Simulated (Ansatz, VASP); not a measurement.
One calculation of BN, two programs

INCAR

```
PREC     = Accurate       # precision mode
ENCUT    = 520            # plane-wave cutoff, eV
EDIFF    = 1E-7           # SCF threshold, eV
ISMEAR   = 0              # smearing method
SIGMA    = 0.02           # smearing width, eV
LREAL    = F              # projectors in reciprocal space
LASPH    = T              # aspherical terms in the spheres
NELM     = 120            # most SCF steps
ALGO     = Normal         # electronic algorithm
ISIF     = 2              # what is computed and relaxed
LWAVE    = F              # write WAVECAR
LCHARG   = F              # write CHGCAR
IBRION   = 2              # ionic algorithm
NSW      = 60             # ionic steps
EDIFFG   = -0.002         # ionic threshold
GGA_COMPAT= F            
NELMIN   = 4
```

Contents of KPOINTS:

```
regular mesh
0
Gamma
  9 9 6
```

Contents of POSCAR:

```
BN
1.0
    2.5206271985      0.0000000000      0.0000000000
   -1.2603135993      2.1829271874      0.0000000000
    0.0000000000      0.0000000000      4.2369422297
B N
2 2
Direct
    0.3333333333      0.6666666667     -0.0002237443
    0.6666666667      0.3333333333      0.4997762557
    0.3333333333      0.6666666667      0.3742237443
    0.6666666667      0.3333333333      0.8742237443
```

Input for Ansatz:

```yaml
crystal:
  lattice:
    - [2.5206271985, 0.0, 0.0]
    - [-1.2603135993, 2.1829271874, 0.0]
    - [0.0, 0.0, 4.2369422297]
  atoms:
    - { symbol: B, position: [0.3333333333, 0.6666666667, -0.0002237443] }
    - { symbol: B, position: [0.6666666667, 0.3333333333, 0.4997762557] }
    - { symbol: "N", position: [0.3333333333, 0.6666666667, 0.3742237443] }
    - { symbol: "N", position: [0.6666666667, 0.3333333333, 0.8742237443] }
basis:
  ecutwfc: 420
kpoints:
  mp_grid: { grid: [9, 9, 6] }
hamiltonian:
  xc: lda
  pseudopotentials: { kind: paw, azcp: { folder: soft_1 } }
scf:
  occupations: { method: gaussian, width: 0.02 }
output:
  forces: true
  stress: true
  eigenvalues: true
relax:
  adjacent_minimum: "off"
  f_tol: 0.002
  max_steps: 40
```

Change from the starting cell: strained cell.

Alike in both runs: task relaxation of the atoms; functional LDA; k mesh 9 × 9 × 6; occupations gaussian, width 0.02 eV; no spin polarisation.

|  | VASP | Ansatz |
| --- | --- | --- |
| version | VASP 6.6.1 | Ansatz 0.2.0 |
| potentials or method | VASP PAW LDA potentials, release 64 (B, N), cutoff 520 eV | scalar-relativistic, plane waves, PAW |
| valence electrons in the cell | 16 | 16 |

|  | VASP | Ansatz | Ansatz less VASP |
| --- | --- | --- | --- |
| gap on the k mesh at the Fermi level, each at its own relaxed structure (eV) | 4.87 | 4.89 | +0.027 |

Ansatz warns that its potentials were made for another functional, while VASP's fit it. LDA's correlation is that of Perdew and Zunger in VASP and of Perdew and Wang (1992) in Ansatz. Ansatz's warnings: stress scf threshold loose.
